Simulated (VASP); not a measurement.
# Pt (Im-3m) in VASP: single point with PBEsol

Aim: the single point of Pt with PBEsol.

Program: VASP 6.6.1. These are calculated values, not measurements. Logs are shortened: lines on timing, memory, paths and dates and some standing lists are left out, and cuts for length are marked.

### Step 1. The cell of the first run

The structure is cubic, space group Im-3m (No. 229). Conventional cell: a = 3.168 Å, b = 3.168 Å, c = 3.168 Å, α = 90.00°, β = 90.00°, γ = 90.00°. Within 3.6 Å of Pt (site symmetry m-3m) lie 14 Pt at 2.74 to 3.17 Å.

### Step 2. Single point, PBEsol

The input, INCAR:

```
ALGO     = Normal         # electronic algorithm
EDIFF    = 1E-7           # SCF threshold, eV
ENCUT    = 520            # plane-wave cutoff, eV
GGA      = PS             # functional
ISIF     = 2              # what is computed and relaxed
ISMEAR   = 0              # smearing method
LASPH    = T              # aspherical terms in the spheres
LCHARG   = F              # write CHGCAR
LREAL    = F              # projectors in reciprocal space
LWAVE    = F              # write WAVECAR
NBANDS   = 11             # bands
NELM     = 60             # most SCF steps
PREC     = Accurate       # precision mode
SIGMA    = 0.05           # smearing width, eV
```

The input, KPOINTS:

```
k-points
0
Gamma
  6 6 6
```

The input, POSCAR:

```
Pt
1.0
   -1.5842200000      1.5842200000      1.5842200000
    1.5842200000     -1.5842200000      1.5842200000
    1.5842200000      1.5842200000     -1.5842200000
Pt
1
Direct
    0.0000000000      0.0000000000      0.0000000000
```

Potentials or basis: VASP PAW PBE potentials, release 64 (Pt).

Started as:

```bash
cat potpaw_PBE.64/Pt/POTCAR > POTCAR
mpirun -np 1 vasp_std > vasp.out
```

OUTCAR:

```text
EDIFF = 1E-7
   ENCUT = 520
   GGA = PS
   ISIF = 2
   ISMEAR = 0
   LASPH = T
   LREAL = F
   NELM = 60
   PREC = Accurate

 ion  position               nearest neighbor table
   1  0.000  0.000  0.000-

  LATTYP: Found a body centered cubic cell.
 ALAT       =     3.1684400000

  Lattice vectors:

 A1 = (  -1.5842200000,   1.5842200000,   1.5842200000)
 A2 = (   1.5842200000,  -1.5842200000,   1.5842200000)
 A3 = (   1.5842200000,   1.5842200000,  -1.5842200000)

Analysis of symmetry for initial positions (statically):
=====================================================================
 Subroutine PRICEL returns:
 Original cell was already a primitive cell.

 Routine SETGRP: Setting up the symmetry group for a
 body centered cubic supercell.

 Subroutine GETGRP returns: Found 48 space group operations
 (whereof 48 operations were pure point group operations)
 out of a pool of 48 trial point group operations.

The static configuration has the point symmetry O_h .

Analysis of symmetry for dynamics (positions and initial velocities):
=====================================================================
 Subroutine PRICEL returns:
 Original cell was already a primitive cell.

 Routine SETGRP: Setting up the symmetry group for a
 body centered cubic supercell.

 Subroutine GETGRP returns: Found 48 space group operations
 (whereof 48 operations were pure point group operations)
 out of a pool of 48 trial point group operations.

The dynamic configuration has the point symmetry O_h .

 Subroutine INISYM returns: Found 48 space group operations
 (whereof 48 operations are pure point group operations),
 and found     1 'primitive' translations

----------------------------------------------------------------------------------------

                                     Primitive cell

  volume of cell :      15.9040

  direct lattice vectors                    reciprocal lattice vectors
    -1.584220000  1.584220000  1.584220000     0.000000000  0.315612731  0.315612731
     1.584220000 -1.584220000  1.584220000     0.315612731  0.000000000  0.315612731
     1.584220000  1.584220000 -1.584220000     0.315612731  0.315612731  0.000000000

  length of vectors
     2.743949530  2.743949530  2.743949530     0.446343804  0.446343804  0.446343804

  position of ions in fractional coordinates (direct lattice)
     0.000000000  0.000000000  0.000000000

  ion indices of the primitive-cell ions
   primitive index   ion index
                 1           1

----------------------------------------------------------------------------------------

 KPOINTS: k-points

Automatic generation of k-mesh.
 Grid dimensions read from file:
 generate k-points for:    6    6    6

 Generating k-lattice:

  Cartesian coordinates                     Fractional coordinates (reciprocal lattice)
     0.000000000  0.052602122  0.052602122     0.166666667  0.000000000  0.000000000
     0.052602122  0.000000000  0.052602122     0.000000000  0.166666667  0.000000000
     0.052602122  0.052602122  0.000000000     0.000000000  0.000000000  0.166666667

  Length of vectors
     0.074390634  0.074390634  0.074390634

  Shift w.r.t. Gamma in fractional coordinates (k-lattice)
     0.000000000  0.000000000  0.000000000

 Subroutine IBZKPT returns following result:
 ===========================================

 Found     16 irreducible k-points:

 Following reciprocal coordinates:
            Coordinates               Weight
  0.000000  0.000000  0.000000      1.000000
  0.166667  0.000000  0.000000     12.000000
  0.333333  0.000000  0.000000     12.000000
  0.500000  0.000000  0.000000      6.000000
  0.166667  0.166667  0.000000     24.000000
  0.333333  0.166667  0.000000     48.000000
[... 8 lines left out ...]
  0.500000  0.500000  0.333333     12.000000
  0.500000  0.500000  0.500000      1.000000
   k-points           NKPTS =     16   k-points in BZ     NKDIM =     16   number of bands    NBANDS=     11
   number of dos      NEDOS =    301   number of ions     NIONS =      1
   total plane-waves  NPLWV =   8000
   dimension x,y,z NGX =    20 NGY =   20 NGZ =   20
   dimension x,y,z NGXF=    40 NGYF=   40 NGZF=   40
   ions per type =               1
   NGX,Y,Z   is equivalent  to a cutoff of  12.12, 12.12, 12.12 a.u.
   NGXF,Y,Z  is equivalent  to a cutoff of  24.23, 24.23, 24.23 a.u.
 SYSTEM =  unknown system
   PREC   = accura    normal or accurate (medium, high low for compatibility)
   ISTART =      0    job   : 0-new  1-cont  2-samecut
   ICHARG =      2    charge: 1-file 2-atom 10-const
   ISPIN  =      1    spin polarized calculation?
   LNONCOLLINEAR =      F non collinear calculations
   LSORBIT =      F    spin-orbit coupling
   LASPH  =      T    aspherical Exc in radial PAW
   ENCUT  =  520.0 eV  38.22 Ry    6.18 a.u.   5.10  5.10  5.10*2*pi/ulx,y,z
   NELM   =     60;   NELMIN=  2; NELMDL= -5     # of ELM steps
   EDIFF  = 0.1E-06   stopping-criterion for ELM
   LREAL  =      F    real-space projection
   EDIFFG = 0.1E-05   stopping-criterion for IOM
   NSW    =      0    number of steps for IOM
   IBRION =     -1    ionic relax: 0-MD 1-quasi-New 2-CG
   NFREE  =      0    steps in history (QN), initial steepest desc. (CG)
   ISIF   =      2    stress and relaxation
   ISYM   =      2    0-nonsym 1-usesym 2-fastsym
   POTIM  = 0.5000    time-step for ionic-motion
   TEBEG  =    0.0;   TEEND  =   0.0 temperature during run
   PSTRESS=    0.0 pullay stress
   NELECT =      10.0000    total number of electrons
   NUPDOWN=      -1.0000    fix difference up-down
   EMIN   =  10.00;   EMAX   =-10.00  energy-range for DOS
   EFERMI =   0.00;   METHOD = LEGACY
   ISMEAR =     0;   SIGMA  =   0.05  broadening in eV -4-tet -1-fermi 0-gaus
   EFERMI_NEDOS =   21; number of points for ismear=-14 and -15
   IALGO  =     38    algorithm
   IMIX   =      4    mixing-type and parameters
     AMIX     =   0.40;   BMIX     =  1.00
     AMIX_MAG =   1.60;   BMIX_MAG =  1.00
  volume/ion in A,a.u.               =      15.90       107.33
  Fermi-wavevector in a.u.,A,eV,Ry     =   1.402510  2.650360 26.763132  1.967035
  Thomas-Fermi vector in A             =   2.525265
   LORBIT       =      0    0 simple, 1 ext, 2 COOP (PROOUT), +10 PAW based schemes
   GGA     = PS    functional components
   LHFCALC =     F    Hartree Fock is set to
   AEXX    =    0.0000 exact exchange contribution
   IVDW    =     0    specifies the selected vdW correction
   LEPSILON=     F    determine dielectric tensor
   LRPA    =     F    only Hartree local field effects (RPA)
 non-spin polarized calculation
 Gauss-broadening in eV      SIGMA  =   0.05
  energy-cutoff  :      520.00
  volume of cell :       15.90
 maximum number of plane-waves:       438
   NGX = 11   NGY = 11   NGZ = 11

 number of electron      10.0000000 magnetization

 Free energy of the ion-electron system (eV)
  ---------------------------------------------------
  ext. energy  EPLUGINS =         0.00000000
  ---------------------------------------------------
  free energy    TOTEN  =        -6.82334153 eV

  energy without entropy =       -6.82213699  energy(sigma->0) =       -6.82273926

 E-fermi :   9.7480     XC(G=0): -13.3015

 val. band max:        9.5278007355   @ k =   0.3333   0.0000   0.0000
 cond. band min:       9.7969248590   @ k =  -0.3333   0.5000   0.1667
 fundamental gap:      0.2691241236
 Fermi energy:         9.7480286327

 k-point     1 :       0.0000    0.0000    0.0000
  band No.  band energies     occupation
      1       0.4055      2.00000
      2       6.4930      2.00000
      3       6.4930      2.00000
      4       6.4930      2.00000
      5       8.9654      2.00000
      6       8.9654      2.00000
      7      26.9827      0.00000
      8      26.9827      0.00000
      9      26.9827      0.00000
     10      36.9020      0.00000
     11      36.9024      0.00000

 k-point     2 :       0.1667    0.0000    0.0000
  band No.  band energies     occupation
      1       1.4667      2.00000
      2       6.0986      2.00000
      3       6.4605      2.00000
      4       7.3645      2.00000
      5       8.5932      2.00000
      6       9.0037      2.00000
      7      26.8255      0.00000
      8      26.9872      0.00000
      9      28.5582      0.00000
     10      32.3514      0.00000
     11      32.5340      0.00000

 k-point     3 :       0.3333    0.0000    0.0000
  band No.  band energies     occupation
      1       3.2419      2.00000
      2       5.3939      2.00000
      3       7.2335      2.00000
      4       8.7039      2.00000
      5       9.1616      2.00000
      6       9.5278      2.00000
      7      20.8767      0.00000
      8      24.5044      0.00000
      9      28.5411      0.00000
     10      32.3033      0.00000
     11      33.1930      0.00000

 k-point     4 :       0.5000    0.0000    0.0000
  band No.  band energies     occupation
      1       3.3905      2.00000
      2       5.0750      2.00000
      3       8.7835      2.00000
      4       9.2871      2.00000
      5      10.1229      0.00000
      6      10.9963      0.00000
      7      16.1410      0.00000
      8      23.1229      0.00000
      9      25.6632      0.00000
     10      33.8916      0.00000
     11      34.6501      0.00000
[... 127 lines left out ...]
 k-point    14 :      -0.3333    0.3333    0.3333
  band No.  band energies     occupation
      1       4.8386      2.00000
      2       4.9377      2.00000
      3       8.2449      2.00000
      4       8.2449      2.00000
      5       9.3024      2.00000
      6      11.7060      0.00000
      7      22.3309      0.00000
      8      22.3309      0.00000
      9      24.3058      0.00000
     10      28.1572      0.00000
     11      33.3949      0.00000

 k-point    15 :       0.5000    0.5000    0.3333
  band No.  band energies     occupation
      1       4.3907      2.00000
      2       4.5989      2.00000
      3       8.4835      2.00000
      4       8.8281      2.00000
      5      10.6025      0.00000
      6      16.3013      0.00000
      7      16.3768      0.00000
      8      19.9923      0.00000
      9      26.1075      0.00000
     10      29.1474      0.00000
     11      29.6007      0.00000

 k-point    16 :       0.5000    0.5000    0.5000
  band No.  band energies     occupation
      1       3.9029      2.00000
      2       3.9029      2.00000
      3      10.4769      0.00000
      4      10.4769      0.00000
      5      10.4769      0.00000
      6      17.5015      0.00000
      7      17.5015      0.00000
      8      17.5015      0.00000
      9      22.5323      0.00000
     10      28.8254      0.00000
     11      28.8254      0.00000

------------------------ aborting loop because EDIFF is reached ----------------------------------------

  FORCE on cell =-STRESS in cart. coord.  units (eV):
  Direction    XX          YY          ZZ          XY          YZ          ZX
  --------------------------------------------------------------------------------------
  -------------------------------------------------------------------------------------
  Total       -1.0597429     -1.0597429     -1.0597429     -0.0000000      0.0000000     -0.0000000
  in kB     -106.7590372   -106.7590372   -106.7590372     -0.0000000      0.0000000     -0.0000000
  external PRESSURE =    -106.7590372 kB  Pullay stress =       0.0000000 kB

 VOLUME and BASIS-vectors are now :
 -----------------------------------------------------------------------------
  energy-cutoff  :      520.00
  volume of cell :       15.90
      direct lattice vectors                 reciprocal lattice vectors
    -1.584220000  1.584220000  1.584220000     0.000000000  0.315612731  0.315612731
     1.584220000 -1.584220000  1.584220000     0.315612731  0.000000000  0.315612731
     1.584220000  1.584220000 -1.584220000     0.315612731  0.315612731  0.000000000

 POSITION                                       TOTAL-FORCE (eV/Angst)
 -----------------------------------------------------------------------------------
      0.00000      0.00000      0.00000         0.000000     -0.000000      0.000000
 -----------------------------------------------------------------------------------
    total drift:                               -0.000000     -0.000000      0.000000

  FREE ENERGIE OF THE ION-ELECTRON SYSTEM (eV)
  ---------------------------------------------------
  free  energy   TOTEN  =        -6.8233415267 eV

  energy  without entropy=       -6.8221369875  energy(sigma->0) =       -6.82273926
```

It took 3.6 s on 1 thread of AMD EPYC 7R43 (Zen 3), shared host; peak memory 0.09 GiB.

What came out:

```
Free energy            : -6.8233 eV
Pressure               : -10.7 GPa
Band gap on the k mesh : zero (band 5 reaches 10.86 eV, above the bottom of band 6 at 8.97 eV)
```

Levels at points of the mesh, in eV from the Fermi level:
```
           k point  band 3  band 4  band 5  band 6  band 7  band 8
(0.00, 0.00, 0.00)   -3.26   -3.26   -0.78   -0.78   17.23   17.23
(0.50, 0.00, 0.00)   -0.96   -0.46    0.37    1.25    6.39   13.37
(0.50, 0.50, 0.50)    0.73    0.73    0.73    7.75    7.75    7.75
```

Caveat: the k points lie up to 0.47 Å⁻¹ apart; the PAW data sets were made with another functional, which shifts forces and pressure a little; spin-orbit coupling is left out, which moves the levels of the heavy elements.
